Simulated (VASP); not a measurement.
# BaF2 (Fm-3m) in VASP: notebook

The runs below take BaF2 through single point, relaxation of cell and atoms, with PBE.

Everything below comes from runs of VASP 6.6.1. Logs are shortened: lines on timing, memory, paths and dates and some standing lists are left out, and cuts for length are marked.

### 1 The cell of the first run

Symmetry: Fm-3m, No. 225, cubic system. Conventional cell: a = 6.210 Å, b = 6.210 Å, c = 6.210 Å, α = 90.00°, β = 90.00°, γ = 90.00°. Within 3.5 Å of Ba (site symmetry m-3m) lie 8 F at 2.69 Å. F (site symmetry -43m) has 4 Ba at 2.69 Å and 6 F at 3.10 Å within 3.5 Å.

### 2 Single point, PBE

Input file INCAR:

```
PREC = Accurate ; ENCUT = 600
EDIFF = 1E-6 ; ISMEAR = 0
SIGMA = 0.01 ; LREAL = F
LASPH = T ; NELM = 120
ALGO = Normal ; ISIF = 2
LWAVE = F ; LCHARG = T
GGA = PE ; LELF = T
LVHAR = T ; NBANDS = 19
GGA_COMPAT = F
```

Input file KPOINTS:

```
regular mesh
0
Gamma
  6 6 6
```

Input file POSCAR:

```
BaF2
1.0
    0.0000000000      3.1049090439      3.1049090439
    3.1049090439      0.0000000000      3.1049090439
    3.1049090439      3.1049090439      0.0000000000
Ba F
1 2
Direct
    0.0000000000      0.0000000000      0.0000000000
    0.2500000000      0.2500000000      0.2500000000
    0.7500000000      0.7500000000      0.7500000000
```

Potentials or basis: VASP PAW PBE potentials, release 64 (Ba_sv, F).

The run is started by

```console
$ cat potpaw_PBE.64/Ba_sv/POTCAR potpaw_PBE.64/F/POTCAR > POTCAR
$ mpirun -np 1 vasp_std > vasp.out
```

OUTCAR:

```text
PREC = Accurate
   ENCUT = 600
   EDIFF = 1E-6
   ISMEAR = 0
   LREAL = F
   LASPH = T
   NELM = 120
   ISIF = 2
   GGA = PE

 ion  position               nearest neighbor table
   1  0.000  0.000  0.000-   3 2.69   3 2.69   3 2.69   2 2.69   2 2.69   2 2.69   3 2.69   2 2.69

   2  0.250  0.250  0.250-   1 2.69   1 2.69   1 2.69   1 2.69
   3  0.750  0.750  0.750-   1 2.69   1 2.69   1 2.69   1 2.69

  LATTYP: Found a face centered cubic cell.
 ALAT       =     6.2098180878

  Lattice vectors:

 A1 = (   0.0000000000,   3.1049090439,   3.1049090439)
 A2 = (   3.1049090439,   0.0000000000,   3.1049090439)
 A3 = (   3.1049090439,   3.1049090439,   0.0000000000)

Analysis of symmetry for initial positions (statically):
=====================================================================
 Subroutine PRICEL returns:
 Original cell was already a primitive cell.

 Routine SETGRP: Setting up the symmetry group for a
 face centered cubic supercell.

 Subroutine GETGRP returns: Found 48 space group operations
 (whereof 48 operations were pure point group operations)
 out of a pool of 48 trial point group operations.

The static configuration has the point symmetry O_h .

Analysis of symmetry for dynamics (positions and initial velocities):
=====================================================================
 Subroutine PRICEL returns:
 Original cell was already a primitive cell.

 Routine SETGRP: Setting up the symmetry group for a
 face centered cubic supercell.

 Subroutine GETGRP returns: Found 48 space group operations
 (whereof 48 operations were pure point group operations)
 out of a pool of 48 trial point group operations.

The dynamic configuration has the point symmetry O_h .

 Subroutine INISYM returns: Found 48 space group operations
 (whereof 48 operations are pure point group operations),
 and found     1 'primitive' translations

----------------------------------------------------------------------------------------

                                     Primitive cell

  volume of cell :      59.8655

  direct lattice vectors                    reciprocal lattice vectors
[... 72 lines left out ...]
   ISTART =      0    job   : 0-new  1-cont  2-samecut
   ICHARG =      2    charge: 1-file 2-atom 10-const
   ISPIN  =      1    spin polarized calculation?
   LNONCOLLINEAR =      F non collinear calculations
   LSORBIT =      F    spin-orbit coupling
   LASPH  =      T    aspherical Exc in radial PAW
   ENCUT  =  600.0 eV  44.10 Ry    6.64 a.u.   8.77  8.77  8.77*2*pi/ulx,y,z
   NELM   =    120;   NELMIN=  2; NELMDL= -5     # of ELM steps
   EDIFF  = 0.1E-05   stopping-criterion for ELM
   LREAL  =      F    real-space projection
   EDIFFG = 0.1E-04   stopping-criterion for IOM
   NSW    =      0    number of steps for IOM
   IBRION =     -1    ionic relax: 0-MD 1-quasi-New 2-CG
   NFREE  =      0    steps in history (QN), initial steepest desc. (CG)
   ISIF   =      2    stress and relaxation
   ISYM   =      2    0-nonsym 1-usesym 2-fastsym
   POTIM  = 0.5000    time-step for ionic-motion
   TEBEG  =    0.0;   TEEND  =   0.0 temperature during run
   PSTRESS=    0.0 pullay stress
   NELECT =      24.0000    total number of electrons
   NUPDOWN=      -1.0000    fix difference up-down
   EMIN   =  10.00;   EMAX   =-10.00  energy-range for DOS
   EFERMI =   0.00;   METHOD = LEGACY
   ISMEAR =     0;   SIGMA  =   0.01  broadening in eV -4-tet -1-fermi 0-gaus
   EFERMI_NEDOS =   21; number of points for ismear=-14 and -15
   IALGO  =     38    algorithm
   IMIX   =      4    mixing-type and parameters
     AMIX     =   0.40;   BMIX     =  1.00
     AMIX_MAG =   1.60;   BMIX_MAG =  1.00
  volume/ion in A,a.u.               =      19.96       134.66
  Fermi-wavevector in a.u.,A,eV,Ry     =   1.207127  2.281140 19.825812  1.457156
  Thomas-Fermi vector in A             =   2.342774
   LORBIT       =      0    0 simple, 1 ext, 2 COOP (PROOUT), +10 PAW based schemes
   GGA     = PE    functional components
   LHFCALC =     F    Hartree Fock is set to
   AEXX    =    0.0000 exact exchange contribution
   IVDW    =     0    specifies the selected vdW correction
   LEPSILON=     F    determine dielectric tensor
   LRPA    =     F    only Hartree local field effects (RPA)
 non-spin polarized calculation
 Gauss-broadening in eV      SIGMA  =   0.01
  energy-cutoff  :      600.00
  volume of cell :       59.87
 maximum number of plane-waves:      2012
   NGX = 17   NGY = 17   NGZ = 17

 number of electron      24.0000005 magnetization

 Free energy of the ion-electron system (eV)
  ---------------------------------------------------
  ext. energy  EPLUGINS =         0.00000000
  ---------------------------------------------------
  free energy    TOTEN  =       -17.11690334 eV

  energy without entropy =      -17.11690334  energy(sigma->0) =      -17.11690334

 E-fermi :  -2.0571     XC(G=0):  -8.6792

 val. band max:       -2.1035302603   @ k =  -0.1667   0.1667   0.0000
 cond. band min:       4.6519634030   @ k =   0.0000   0.0000   0.0000
 fundamental gap:      6.7554936632
 Fermi energy:        -2.0570628573

 k-point     1 :       0.0000    0.0000    0.0000
  band No.  band energies     occupation
      1     -25.2028      2.00000
      2     -21.0170      2.00000
      3     -20.9748      2.00000
      4     -10.0470      2.00000
      5     -10.0470      2.00000
      6     -10.0470      2.00000
[... 329 lines left out ...]
      6     -10.0246      2.00000
[... 11 lines left out ...]
     18      12.3036      0.00000
     19      12.5577      0.00000

------------------------ aborting loop because EDIFF is reached ----------------------------------------

  FORCE on cell =-STRESS in cart. coord.  units (eV):
  Direction    XX          YY          ZZ          XY          YZ          ZX
  --------------------------------------------------------------------------------------
  -------------------------------------------------------------------------------------
  Total        0.7380530      0.7380530      0.7380530      0.0000000     -0.0000000      0.0000000
  in kB       19.7524746     19.7524746     19.7524746      0.0000000     -0.0000000      0.0000000
  external PRESSURE =      19.7524746 kB  Pullay stress =       0.0000000 kB

 VOLUME and BASIS-vectors are now :
 -----------------------------------------------------------------------------
  energy-cutoff  :      600.00
  volume of cell :       59.87
      direct lattice vectors                 reciprocal lattice vectors
     0.000000000  3.104909044  3.104909044    -0.161035313  0.161035313  0.161035313
     3.104909044  0.000000000  3.104909044     0.161035313 -0.161035313  0.161035313
     3.104909044  3.104909044  0.000000000     0.161035313  0.161035313 -0.161035313

 POSITION                                       TOTAL-FORCE (eV/Angst)
 -----------------------------------------------------------------------------------
      0.00000      0.00000      0.00000         0.000000      0.000000     -0.000000
      1.55245      1.55245      1.55245         0.000000      0.000000      0.000000
      4.65736      4.65736      4.65736        -0.000000     -0.000000     -0.000000
 -----------------------------------------------------------------------------------
    total drift:                                0.000000      0.000000      0.000000

  FREE ENERGIE OF THE ION-ELECTRON SYSTEM (eV)
  ---------------------------------------------------
  free  energy   TOTEN  =       -17.1169033384 eV

  energy  without entropy=      -17.1169033384  energy(sigma->0) =      -17.11690334
```

stdout:

```text
POSCAR found type information on POSCAR BaF
 POSCAR found :  2 types and       3 ions
 scaLAPACK will be used
 LDA part: xc-table for (Slater+PW92), standard interpolation
 POSCAR, INCAR and KPOINTS ok, starting setup
 FFT: planning ... GRIDC
 FFT: planning ... GRID_SOFT
 FFT: planning ... GRID
 WAVECAR not read
 entering main loop
```

Run time: 16 s. Hardware: 1 thread of Intel Xeon Platinum 8488C (Sapphire Rapids), shared host; peak memory 0.2 GiB.

Results:

| Quantity | Value |
| --- | --- |
| Free energy | -17.1169 eV |
| Pressure | 2.0 GPa |
| Band gap on the k mesh | 6.76 eV (least direct gap 6.82 eV) |

Levels at points of the mesh, in eV from the valence-band top:
| k point | band 10 | band 11 | band 12 | band 13 | band 14 | band 15 |
| --- | --- | --- | --- | --- | --- | --- |
| (0.00, 0.00, 0.00) | -0.06 | -0.06 | -0.06 | 6.76 | 9.17 | 9.17 |
| (0.50, 0.00, 0.00) | -0.34 | -0.16 | -0.16 | 9.09 | 9.17 | 9.17 |
| (0.50, 0.50, 0.00) | -0.32 | -0.32 | -0.11 | 7.25 | 8.99 | 10.65 |

Caveat: spin-orbit coupling is left out, which moves the levels of the heavy elements.

### 3 Relaxation of cell and atoms, PBE, target pressure 1 GPa, at which the enthalpy is minimised

This run uses another cell than the first one, of 20.31 Å³/atom.

Input file INCAR:

```
SYSTEM = BaF2
PREC = Accurate
ENCUT = 600
EDIFF = 1E-7
ISMEAR = 0
SIGMA = 0.01
LREAL = .FALSE.
LASPH = .TRUE.
NELM = 120
ALGO = Normal
ISIF = 3
LWAVE = .FALSE.
LCHARG = .FALSE.
GGA = PE
IBRION = 2
NSW = 80
EDIFFG = -0.001
PSTRESS = 10.0
GGA_COMPAT = .FALSE.
NELMIN = 4
```

Input file KPOINTS:

```
regular mesh
0
G
  6 6 6
  0 0 0
```

Input file POSCAR:

```
BaF2
1.0
    0.0000000000      3.1231927645      3.1231927645
    3.1231927645      0.0000000000      3.1231927645
    3.1231927645      3.1231927645      0.0000000000
Ba F
1 2
Direct
    0.0000000000      0.0000000000      0.0000000000
    0.2500000000      0.2500000000      0.2500000000
    0.7500000000      0.7500000000      0.7500000000
```

Potentials or basis: VASP PAW PBE potentials, release 64 (Ba_sv, F).

The run is started by

```console
$ cat potpaw_PBE.64/Ba_sv/POTCAR potpaw_PBE.64/F/POTCAR > POTCAR
$ mpirun -np 1 vasp_std > vasp.out
```

OUTCAR:

```text
SYSTEM = BaF2
   PREC = Accurate
   ENCUT = 600
   EDIFF = 1E-7
   ISMEAR = 0
   LREAL = .FALSE.
   LASPH = .TRUE.
   NELM = 120
   ISIF = 3
   GGA = PE
   IBRION = 2
   NSW = 80
   EDIFFG = -0.001
   PSTRESS = 10.0
   NELMIN = 4

 ion  position               nearest neighbor table
   1  0.000  0.000  0.000-   3 2.70   3 2.70   3 2.70   2 2.70   2 2.70   2 2.70   3 2.70   2 2.70

   2  0.250  0.250  0.250-   1 2.70   1 2.70   1 2.70   1 2.70
   3  0.750  0.750  0.750-   1 2.70   1 2.70   1 2.70   1 2.70

  LATTYP: Found a face centered cubic cell.
 ALAT       =     6.2463855290

  Lattice vectors:

 A1 = (   0.0000000000,   3.1231927645,   3.1231927645)
 A2 = (   3.1231927645,   0.0000000000,   3.1231927645)
 A3 = (   3.1231927645,   3.1231927645,   0.0000000000)

Analysis of symmetry for initial positions (statically):
=====================================================================
 Subroutine PRICEL returns:
 Original cell was already a primitive cell.

 Routine SETGRP: Setting up the symmetry group for a
 face centered cubic supercell.

 Subroutine GETGRP returns: Found 48 space group operations
 (whereof 48 operations were pure point group operations)
 out of a pool of 48 trial point group operations.

The static configuration has the point symmetry O_h .

Analysis of symmetry for dynamics (positions and initial velocities):
=====================================================================
 Subroutine PRICEL returns:
 Original cell was already a primitive cell.

 Routine SETGRP: Setting up the symmetry group for a
 face centered cubic supercell.

 Subroutine GETGRP returns: Found 48 space group operations
 (whereof 48 operations were pure point group operations)
 out of a pool of 48 trial point group operations.

[... 167 lines left out ...]
      4.68479      4.68479      4.68479         0.000000      0.000000      0.000000
 -----------------------------------------------------------------------------------
    total drift:                                0.000000      0.000000      0.000000

  FREE ENERGIE OF THE ION-ELECTRON SYSTEM (eV)
  ---------------------------------------------------
  free  energy   TOTEN  =       -17.1283586905 eV

  energy  without entropy=      -17.1283586905  energy(sigma->0) =      -17.12835869

  enthalpy is  TOTEN    =       -16.7480679222 eV   P V=        0.3802907683

--------------------------------------- Ionic step        2  -------------------------------------------

 number of electron      24.0000013 magnetization

 Free energy of the ion-electron system (eV)
  ---------------------------------------------------
  ext. energy  EPLUGINS =         0.00000000
  ---------------------------------------------------
  free energy    TOTEN  =       -17.12771208 eV

  energy without entropy =      -17.12771208  energy(sigma->0) =      -17.12771208

 E-fermi :  -2.0457     XC(G=0):  -8.6069

 val. band max:       -2.1645140174   @ k =  -0.1667   0.1667   0.0000
 cond. band min:       4.5199509244   @ k =   0.0000   0.0000   0.0000
 fundamental gap:      6.6844649418
 Fermi energy:        -2.0457377118

 k-point     1 :       0.0000    0.0000    0.0000
  band No.  band energies     occupation
      1     -25.3084      2.00000
      2     -21.0560      2.00000
      3     -21.0331      2.00000
      4     -10.1739      2.00000
      5     -10.1739      2.00000
      6     -10.1739      2.00000
[... 281 lines left out ...]
      3     -21.2192      2.00000
      4     -10.5435      2.00000
      5     -10.4061      2.00000
      6     -10.1551      2.00000
[... 8 lines left out ...]
     15       7.7486      0.00000
     16       8.2388      0.00000

------------------------ aborting loop because EDIFF is reached ----------------------------------------

  FORCE on cell =-STRESS in cart. coord.  units (eV):
  Direction    XX          YY          ZZ          XY          YZ          ZX
  --------------------------------------------------------------------------------------
  -------------------------------------------------------------------------------------
  Total        0.3823768      0.3823768      0.3823768      0.0000000     -0.0000000     -0.0000000
  in kB       10.0727502     10.0727502     10.0727502      0.0000000     -0.0000000     -0.0000000
  external PRESSURE =       0.0727502 kB  Pullay stress =      10.0000000 kB

 VOLUME and BASIS-vectors are now :
 -----------------------------------------------------------------------------
  energy-cutoff  :      600.00
  volume of cell :       60.82
      direct lattice vectors                 reciprocal lattice vectors
    -0.000000000  3.121342087  3.121342087    -0.160187505  0.160187505  0.160187505
     3.121342087  0.000000000  3.121342087     0.160187505 -0.160187505  0.160187505
     3.121342087  3.121342087 -0.000000000     0.160187505  0.160187505 -0.160187505

 POSITION                                       TOTAL-FORCE (eV/Angst)
 -----------------------------------------------------------------------------------
      3.12134      0.00000      3.12134        -0.000000     -0.000000      0.000000
      1.56067      1.56067      1.56067        -0.000000     -0.000000     -0.000000
      4.68201      4.68201      4.68201         0.000000      0.000000      0.000000
 -----------------------------------------------------------------------------------
    total drift:                                0.000000      0.000000      0.000000

  FREE ENERGIE OF THE ION-ELECTRON SYSTEM (eV)
  ---------------------------------------------------
  free  energy   TOTEN  =       -17.1277120836 eV

  energy  without entropy=      -17.1277120836  energy(sigma->0) =      -17.12771208

  enthalpy is  TOTEN    =       -16.7480969496 eV   P V=        0.3796151341

 reached required accuracy - stopping structural energy minimisation
```

It took 26 s on 1 thread of Intel Xeon Platinum 8488C (Sapphire Rapids), shared host; peak memory 0.21 GiB.

Results:

```yaml
Free_energy: -17.1277 eV
Relaxed_volume: 20.27 Å³/atom
Relaxed_cell: a = 4.414 Å, b = 4.414 Å, c = 4.414 Å, α = 60.00°, β = 60.00°, γ = 60.00°
Space_group_after_relaxing_to_0.1_Å: Fm-3m (No. 225)
Energy_change_on_relaxing_the_run_minimises_the_enthalpy: +0.2 meV/atom
Ionic_steps: 2
Pressure_after_relaxing: 1.0 GPa
Band_gap_on_the_k_mesh: 6.68 eV (least direct gap 6.74 eV)
```

Step by step:
```tsv
step	energy change (eV)	largest force (eV/Å)	pressure (GPa)	volume (Å³)
1	0.0000	0.0000	0.90	60.93
2	0.0006	0.0000	1.01	60.82
```

Final structure:
```yaml
crystal:
  lattice:
    - [0.00000, 3.12134, 3.12134]
    - [3.12134, 0.00000, 3.12134]
    - [3.12134, 3.12134, 0.00000]
  atoms:
    - { symbol: Ba, position: [0.00000, 0.00000, 0.00000] }
    - { symbol: F, position: [0.25000, 0.25000, 0.25000] }
    - { symbol: F, position: [0.75000, 0.75000, 0.75000] }
```

Caveat: the cell is relaxed towards a set pressure, so the run minimises the enthalpy, not the energy; spin-orbit coupling is left out, which moves the levels of the heavy elements.
